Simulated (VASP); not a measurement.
# Na (P6/mmm) in VASP: a series of runs

Na is run at these levels: PBEsol; tasks: single point, relaxation of cell and atoms.

Everything below comes from runs of VASP 6.6.1. Logs are shortened: lines on timing, memory, paths and dates and some standing lists are left out, and cuts for length are marked.

## 1. The cell of the first run

The structure is hexagonal, space group P6/mmm (No. 191). The conventional cell has a = 3.593 Å, b = 3.593 Å, c = 3.357 Å, α = 90.00°, β = 90.00°, γ = 120.00°. Within 4.4 Å of Na (site symmetry 6/mmm) lie 8 Na at 3.36 to 3.59 Å.

## 2. Single point, PBEsol

Input file INCAR:

```
PREC = Accurate
ENCUT = 520
EDIFF = 1E-7
ISMEAR = 0
SIGMA = 0.1
LREAL = False
LASPH = True
NELM = 100
ALGO = Normal
ISIF = 2
LWAVE = False
LCHARG = False
GGA = PS
NBANDS = 10
```

Input file KPOINTS:

```
Automatic mesh
0
Gamma
  6 6 6
```

Input file POSCAR:

```
Na
1.0
    3.5932974002      0.0000000000      0.0000000000
   -1.7966487001      3.1118868319      0.0000000000
    0.0000000000      0.0000000000      3.3574872583
Na
1
Direct
    0.0000000000      0.0000000000      0.0000000000
```

Potentials or basis: VASP PAW PBE potentials, release 64 (Na_pv).

The run is started by

```sh
$ cat potpaw_PBE.64/Na_pv/POTCAR > POTCAR
$ mpirun -np 1 vasp_std > vasp.out
```

OUTCAR:

```text
PREC = Accurate
   ENCUT = 520
   EDIFF = 1E-7
   ISMEAR = 0
   LREAL = False
   LASPH = True
   NELM = 100
   ISIF = 2
   GGA = PS

 ion  position               nearest neighbor table
   1  0.000  0.000  0.000-

  LATTYP: Found a hexagonal cell.
 ALAT       =     3.5932974002
 C/A-ratio  =     0.9343750000

  Lattice vectors:

 A1 = (   3.5932974002,   0.0000000000,   0.0000000000)
 A2 = (  -1.7966487001,   3.1118868319,   0.0000000000)
 A3 = (   0.0000000000,   0.0000000000,   3.3574872583)

Analysis of symmetry for initial positions (statically):
=====================================================================
 Subroutine PRICEL returns:
 Original cell was already a primitive cell.

 Routine SETGRP: Setting up the symmetry group for a
 hexagonal supercell.

 Subroutine GETGRP returns: Found 24 space group operations
 (whereof 24 operations were pure point group operations)
 out of a pool of 24 trial point group operations.

The static configuration has the point symmetry D_6h.

Analysis of symmetry for dynamics (positions and initial velocities):
=====================================================================
 Subroutine PRICEL returns:
 Original cell was already a primitive cell.

 Routine SETGRP: Setting up the symmetry group for a
 hexagonal supercell.

 Subroutine GETGRP returns: Found 24 space group operations
 (whereof 24 operations were pure point group operations)
 out of a pool of 24 trial point group operations.

The dynamic configuration has the point symmetry D_6h.

 Subroutine INISYM returns: Found 24 space group operations
 (whereof 24 operations are pure point group operations),
 and found     1 'primitive' translations

----------------------------------------------------------------------------------------

                                     Primitive cell

  volume of cell :      37.5432

  direct lattice vectors                    reciprocal lattice vectors
     3.593297400  0.000000000  0.000000000     0.278295918  0.160674223  0.000000000
    -1.796648700  3.111886832  0.000000000     0.000000000  0.321348447  0.000000000
     0.000000000  0.000000000  3.357487258     0.000000000  0.000000000  0.297841786

  length of vectors
     3.593297400  3.593297400  3.357487258     0.321348447  0.321348447  0.297841786

  position of ions in fractional coordinates (direct lattice)
     0.000000000  0.000000000  0.000000000

  ion indices of the primitive-cell ions
   primitive index   ion index
                 1           1

----------------------------------------------------------------------------------------

 KPOINTS: Automatic mesh

Automatic generation of k-mesh.
 Grid dimensions read from file:
 generate k-points for:    6    6    6

 Generating k-lattice:

  Cartesian coordinates                     Fractional coordinates (reciprocal lattice)
     0.046382653  0.026779037  0.000000000     0.166666667  0.000000000  0.000000000
     0.000000000  0.053558074  0.000000000     0.000000000  0.166666667  0.000000000
     0.000000000  0.000000000  0.049640298     0.000000000  0.000000000  0.166666667

  Length of vectors
     0.053558074  0.053558074  0.049640298

  Shift w.r.t. Gamma in fractional coordinates (k-lattice)
     0.000000000  0.000000000  0.000000000

 Subroutine IBZKPT returns following result:
 ===========================================

 Found     28 irreducible k-points:

 Following reciprocal coordinates:
            Coordinates               Weight
  0.000000  0.000000  0.000000      1.000000
  0.166667  0.000000  0.000000      6.000000
  0.333333  0.000000  0.000000      6.000000
  0.500000  0.000000  0.000000      3.000000
  0.166667  0.166667  0.000000      6.000000
  0.333333  0.166667  0.000000     12.000000
[... 16 lines left out ...]
  0.166667  0.000000  0.500000      6.000000
  0.333333  0.000000  0.500000      6.000000
 [... further k-points ...]
   k-points           NKPTS =     28   k-points in BZ     NKDIM =     28   number of bands    NBANDS=     10
   number of dos      NEDOS =    301   number of ions     NIONS =      1
   total plane-waves  NPLWV =  21952
   dimension x,y,z NGX =    28 NGY =   28 NGZ =   28
   dimension x,y,z NGXF=    56 NGYF=   56 NGZF=   56
   ions per type =               1
   NGX,Y,Z   is equivalent  to a cutoff of  12.95, 12.95, 13.86 a.u.
   NGXF,Y,Z  is equivalent  to a cutoff of  25.91, 25.91, 27.73 a.u.
 SYSTEM =  unknown system
   PREC   = accura    normal or accurate (medium, high low for compatibility)
   ISTART =      0    job   : 0-new  1-cont  2-samecut
   ICHARG =      2    charge: 1-file 2-atom 10-const
   ISPIN  =      1    spin polarized calculation?
   LNONCOLLINEAR =      F non collinear calculations
   LSORBIT =      F    spin-orbit coupling
   LASPH  =      T    aspherical Exc in radial PAW
   ENCUT  =  520.0 eV  38.22 Ry    6.18 a.u.   6.68  6.68  6.24*2*pi/ulx,y,z
   NELM   =    100;   NELMIN=  2; NELMDL= -5     # of ELM steps
   EDIFF  = 0.1E-06   stopping-criterion for ELM
   LREAL  =      F    real-space projection
   EDIFFG = 0.1E-05   stopping-criterion for IOM
   NSW    =      0    number of steps for IOM
   IBRION =     -1    ionic relax: 0-MD 1-quasi-New 2-CG
   NFREE  =      0    steps in history (QN), initial steepest desc. (CG)
   ISIF   =      2    stress and relaxation
   ISYM   =      2    0-nonsym 1-usesym 2-fastsym
   POTIM  = 0.5000    time-step for ionic-motion
   TEBEG  =    0.0;   TEEND  =   0.0 temperature during run
   PSTRESS=    0.0 pullay stress
   NELECT =       7.0000    total number of electrons
   NUPDOWN=      -1.0000    fix difference up-down
   EMIN   =  10.00;   EMAX   =-10.00  energy-range for DOS
   EFERMI =   0.00;   METHOD = LEGACY
   ISMEAR =     0;   SIGMA  =   0.10  broadening in eV -4-tet -1-fermi 0-gaus
   EFERMI_NEDOS =   21; number of points for ismear=-14 and -15
   IALGO  =     38    algorithm
   IMIX   =      4    mixing-type and parameters
     AMIX     =   0.40;   BMIX     =  1.00
     AMIX_MAG =   1.60;   BMIX_MAG =  1.00
  volume/ion in A,a.u.               =      37.54       253.35
  Fermi-wavevector in a.u.,A,eV,Ry     =   0.935256  1.767377 11.901062  0.874703
  Thomas-Fermi vector in A             =   2.062145
   LORBIT       =      0    0 simple, 1 ext, 2 COOP (PROOUT), +10 PAW based schemes
   GGA     = PS    functional components
   LHFCALC =     F    Hartree Fock is set to
   AEXX    =    0.0000 exact exchange contribution
   IVDW    =     0    specifies the selected vdW correction
   LEPSILON=     F    determine dielectric tensor
   LRPA    =     F    only Hartree local field effects (RPA)
 non-spin polarized calculation
 Gauss-broadening in eV      SIGMA  =   0.10
  energy-cutoff  :      520.00
  volume of cell :       37.54
 maximum number of plane-waves:      1056
 NGX is ok and might be reduce to    28
   NGX = 13   NGY = 13   NGZ = 13

 number of electron       6.9999991 magnetization

 Free energy of the ion-electron system (eV)
  ---------------------------------------------------
  ext. energy  EPLUGINS =         0.00000000
  ---------------------------------------------------
  free energy    TOTEN  =        -1.30912725 eV

  energy without entropy =       -1.30451786  energy(sigma->0) =       -1.30682255

 E-fermi :   0.3212     XC(G=0):  -6.4650

 val. band max:        0.2915706873   @ k =   0.0000   0.0000   0.5000
 cond. band min:       0.4168126186   @ k =   0.3333   0.1667   0.1667
 fundamental gap:      0.1252419313
 Fermi energy:         0.3212163848

 k-point     1 :       0.0000    0.0000    0.0000
  band No.  band energies     occupation
      1     -24.6141      2.00000
      2     -24.6141      2.00000
      3     -24.6135      2.00000
      4      -2.9756      2.00000
      5       8.9722      0.00000
      6      10.0773      0.00000
      7      11.1425      0.00000
      8      11.1425      0.00000
      9      12.2281      0.00000
     10      12.2840      0.00000

 k-point     2 :       0.1667    0.0000    0.0000
  band No.  band energies     occupation
      1     -24.6246      2.00000
      2     -24.6166      2.00000
      3     -24.6124      2.00000
      4      -2.5308      2.00000
      5       7.3520      0.00000
      6       9.0338      0.00000
      7       9.7857      0.00000
      8      10.4324      0.00000
      9      11.6950      0.00000
     10      14.4053      0.00000

 k-point     3 :       0.3333    0.0000    0.0000
  band No.  band energies     occupation
      1     -24.6453      2.00000
      2     -24.6215      2.00000
      3     -24.6103      2.00000
      4      -1.2195      2.00000
      5       3.8190      0.00000
      6       8.4641      0.00000
      7       8.7159      0.00000
      8      11.4919      0.00000
      9      12.3333      0.00000
     10      16.1214      0.00000

 k-point     4 :       0.5000    0.0000    0.0000
  band No.  band energies     occupation
      1     -24.6556      2.00000
      2     -24.6240      2.00000
      3     -24.6092      2.00000
      4       0.7141      0.00000
      5       1.1308      0.00000
      6       8.1583      0.00000
      7       8.3567      0.00000
      8      12.8167      0.00000
      9      13.8833      0.00000
     10      14.0372      0.00000
[... 222 lines left out ...]
 k-point    22 :       0.0000    0.0000    0.5000
  band No.  band energies     occupation
      1     -24.6687      2.00000
      2     -24.6094      2.00000
      3     -24.6094      2.00000
      4       0.2916      1.32497
      5       0.4731      0.03173
      6      13.5257      0.00000
      7      13.5257      0.00000
      8      13.9620      0.00000
      9      13.9620      0.00000
     10      15.0292      0.00000

 k-point    23 :       0.1667    0.0000    0.5000
  band No.  band energies     occupation
      1     -24.6669      2.00000
      2     -24.6193      2.00000
      3     -24.6118      2.00000
      4       0.6925      0.00000
      5       0.9161      0.00000
      6      10.4155      0.00000
      7      10.4329      0.00000
      8      12.5241      0.00000
      9      12.7215      0.00000
     10      13.4938      0.00000

 k-point    24 :       0.3333    0.0000    0.5000
  band No.  band energies     occupation
      1     -24.6635      2.00000
      2     -24.6389      2.00000
      3     -24.6165      2.00000
      4       1.9001      0.00000
      5       2.1952      0.00000
      6       6.7808      0.00000
      7       7.1642      0.00000
      8      11.2938      0.00000
      9      11.8857      0.00000
     10      12.2483      0.00000

 [... further k-points ...]

------------------------ aborting loop because EDIFF is reached ----------------------------------------

  FORCE on cell =-STRESS in cart. coord.  units (eV):
  Direction    XX          YY          ZZ          XY          YZ          ZX
  --------------------------------------------------------------------------------------
  -------------------------------------------------------------------------------------
  Total        0.0141719      0.0141719      0.0242524      0.0000000      0.0000000      0.0000000
  in kB        0.6047938      0.6047938      1.0349853      0.0000000      0.0000000      0.0000000
  external PRESSURE =       0.7481910 kB  Pullay stress =       0.0000000 kB

 VOLUME and BASIS-vectors are now :
 -----------------------------------------------------------------------------
  energy-cutoff  :      520.00
  volume of cell :       37.54
      direct lattice vectors                 reciprocal lattice vectors
     3.593297400  0.000000000  0.000000000     0.278295918  0.160674223  0.000000000
    -1.796648700  3.111886832  0.000000000     0.000000000  0.321348447  0.000000000
     0.000000000  0.000000000  3.357487258     0.000000000  0.000000000  0.297841786

 POSITION                                       TOTAL-FORCE (eV/Angst)
 -----------------------------------------------------------------------------------
      0.00000      0.00000      0.00000        -0.000000      0.000000      0.000000
 -----------------------------------------------------------------------------------
    total drift:                               -0.000000     -0.000000     -0.000000

  FREE ENERGIE OF THE ION-ELECTRON SYSTEM (eV)
  ---------------------------------------------------
  free  energy   TOTEN  =        -1.3091272455 eV

  energy  without entropy=       -1.3045178592  energy(sigma->0) =       -1.30682255
```

Run time: 5.1 s. Hardware: 1 thread of Intel Xeon 6975P-C (Granite Rapids), shared host; peak memory 0.14 GiB.

What came out:

```yaml
Free_energy: -1.3091 eV
Pressure: 0.1 GPa
```

Caveat: the PAW data sets were made with another functional, which shifts forces and pressure a little.

(Part 1 of 2 ends here.)
